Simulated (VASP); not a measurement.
Here is a VASP 6.6.1 calculation.

INCAR

```
SYSTEM = BaZrO3
  PREC = Accurate
  ENCUT = 600
  EDIFF = 1E-7
  ISMEAR = -1
  SIGMA = 0.05
  LREAL = .False.
  LASPH = .True.
  NELM = 100
  ALGO = Normal
  ISIF = 3
  LWAVE = .False.
  LCHARG = .False.
  GGA = PS
  IBRION = 2
  NSW = 60
  EDIFFG = -0.01
```

KPOINTS

```
regular mesh
0
Gamma
  6 6 6
  0 0 0
```

Contents of POSCAR:

```
BaZrO3
1.0
    4.1913400000      0.0000000000      0.0000000000
    0.0000000000      4.1913400000      0.0000000000
    0.0000000000      0.0000000000      4.1913400000
Ba Zr O
1 1 3
Direct
    0.0000000000      0.0000000000      0.0000000000
    0.5000000000      0.5000000000      0.5000000000
    0.5000000000      0.5000000000      0.0000000000
    0.5000000000      0.0000000000      0.5000000000
    0.0000000000      0.5000000000      0.5000000000
```

Potentials or basis: VASP PAW PBE potentials, release 64 (Ba_sv, Zr_sv, O).

Launch:

```sh
$ cat potpaw_PBE.64/Ba_sv/POTCAR potpaw_PBE.64/Zr_sv/POTCAR potpaw_PBE.64/O/POTCAR > POTCAR
$ mpirun -np 1 vasp_std > vasp.out
```

Task: Estimate the relaxed cell.

Result: a = 4.189 Å, b = 4.189 Å, c = 4.189 Å, α = 90.00°, β = 90.00°, γ = 90.00°.

Task: What does it give for the relaxed volume?

Result: 14.71 Å³/atom.

Final structure:
```
Ba Zr O
1.0
     4.18937    0.00000    0.00000
     0.00000    4.18937    0.00000
     0.00000    0.00000    4.18937
Ba Zr O
1 1 3
Direct
  0.00000 0.00000 0.00000
  0.50000 0.50000 0.50000
  0.50000 0.50000 0.00000
  0.50000 0.00000 0.50000
  0.00000 0.50000 0.50000
```

Caveat: the PAW data sets were made with another functional, which shifts forces and pressure a little.
